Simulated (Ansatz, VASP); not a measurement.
## BN in VASP and in Ansatz

File INCAR:

```
SYSTEM = BN
PREC     = Accurate       ! precision mode
ENCUT    = 520            ! plane-wave cutoff, eV
EDIFF    = 1E-7           ! SCF threshold, eV
ISMEAR   = 0              ! smearing method
SIGMA    = 0.1            ! smearing width, eV
LREAL    = .False.        ! projectors in reciprocal space
LASPH    = .True.         ! aspherical terms in the spheres
NELM     = 100            ! most SCF steps
ALGO     = Normal         ! electronic algorithm
ISIF     = 2              ! what is computed and relaxed
LWAVE    = .False.        ! write WAVECAR
LCHARG   = .True.         ! write CHGCAR
GGA      = PS             ! functional
LELF     = .True.         ! ELF
LVHAR    = .True.       
NBANDS   = 16             ! bands
```

Contents of KPOINTS:

```
Automatic mesh
0
Gamma
  12 12 4
  0 0 0
```

The input POSCAR:

```
BN
1.0
    2.5539396017      0.0000000000      0.0000000000
   -1.2769698009      2.2117765748      0.0000000000
    0.0000000000      0.0000000000      4.2268550000
B N
2 2
Direct
    0.6666666700      0.3333333300      0.9997240000
    0.3333333300      0.6666666700      0.4997240000
    0.6666666700      0.3333333300      0.6252760000
    0.3333333300      0.6666666700      0.1252760000
```

Input for Ansatz:

```yaml
crystal:
  lattice:
    - [2.5539396017, 0.0, 0.0]
    - [-1.2769698009, 2.2117765748, 0.0]
    - [0.0, 0.0, 4.226855]
  atoms:
    - { symbol: B, position: [0.66666667, 0.33333333, 0.999724] }
    - { symbol: B, position: [0.33333333, 0.66666667, 0.499724] }
    - { symbol: "N", position: [0.66666667, 0.33333333, 0.625276] }
    - { symbol: "N", position: [0.33333333, 0.66666667, 0.125276] }
basis:
  ecutwfc: 650.0
kpoints:
  mp_grid: { grid: [12, 12, 4] }
hamiltonian:
  xc: pbesol
scf:
  occupations: { method: gaussian, width: 0.1 }
output:
  forces: true
  stress: true
  eigenvalues: true
```

Alike in both runs: task single point; functional PBEsol; k mesh 12 × 12 × 4; occupations gaussian, width 0.1 eV; no spin polarisation.

|  | VASP | Ansatz |
| --- | --- | --- |
| version | VASP 6.6.1 | Ansatz 0.2.0 |
| potentials or method | VASP PAW PBE potentials, release 64 (B, N), cutoff 520 eV | scalar-relativistic, plane waves, PAW |
| valence electrons in the cell | 16 | 16 |

Ansatz gave:

| Item | Value |
| --- | --- |
| gap on the k mesh at the Fermi level (eV) | 4.99 |
| least direct gap on the mesh (eV) | 8.15 |
| pressure (GPa) | -5.9 |
| traceless stress, the component that is largest in VASP (GPa) | -0.40 |
| rms of the force components (eV/Å) | 0.008 |

Q: Which values does VASP return?

A: gap on the k mesh at the Fermi level (eV): 4.97; least direct gap on the mesh (eV): 8.15; pressure (GPa): -5.4; traceless stress, the component that is largest in VASP (GPa): -0.43; rms of the force components (eV/Å): 0.006.

VASP's potentials were made for PBE, not for PBEsol. Atom by atom the forces differ by 0.002 eV/Å (rms over components). The functional is the same, so the differences come from potentials, cutoffs and numerics.
